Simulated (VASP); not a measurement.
**Li2ClF: single point with LDA**

The system is Li2ClF.

```xyz
4
Lattice="1.6438 0.9490 5.2638 -1.6438 0.9490 5.2638 0.0000 -1.8981 5.2638" Properties=species:S:1:pos:R:3 pbc="T T T"
F     1.6438    0.9490    5.2638
Cl    0.0000    0.0000    7.8956
Li    0.0000    0.0000    4.1588
Li    0.0000    0.0000   11.6325
```

| Item | Value |
| --- | --- |
| Program | VASP 6.6.1 |
| Task | single point |
| Functional | LDA |
| Potentials or basis | VASP PAW LDA potentials, release 64 (F, Cl, Li_sv) |
| Cutoff | 750 eV |
| k mesh | 4 × 4 × 4 |
| Occupations | gaussian, width 0.01 eV |
| Spin | no spin polarisation |

The pressure is -3.7 GPa, the largest force is 0.009 eV/Å and the band gap on the k mesh is 4.49 eV.

Forces on the atoms (eV/Å):
```
F    0.000  0.000  0.000
Cl   0.000  0.000  0.000
Li   0.000  0.000 -0.009
Li   0.000  0.000  0.009
```

Stress tensor (GPa, compression positive):
```
-3.71  0.00  0.00
 0.00 -3.71  0.00
 0.00  0.00 -3.59
```

Levels at points of the mesh, in eV from the valence-band top:
```tsv
k point	band 7	band 8	band 9	band 10	band 11	band 12	band 13	band 14
(0.00, 0.00, 0.00)	-2.95	-1.54	0.00	0.00	4.49	7.54	10.57	10.57
(0.50, 0.00, 0.00)	-3.29	-3.27	-2.14	-0.92	7.88	8.06	8.69	8.82
(0.50, 0.50, 0.00)	-3.32	-2.71	-1.46	-0.83	6.12	8.02	8.94	9.91
(0.50, 0.50, 0.50)	-2.95	-2.83	-0.02	-0.02	5.73	7.77	10.01	11.27
```

Wall time 81 s on 1 thread of AMD EPYC 7R43 64-Core Processor (Zen 3), with other jobs on the host, peak memory 0.22 GiB.

Caveat: the k points lie up to 0.56 Å⁻¹ apart.
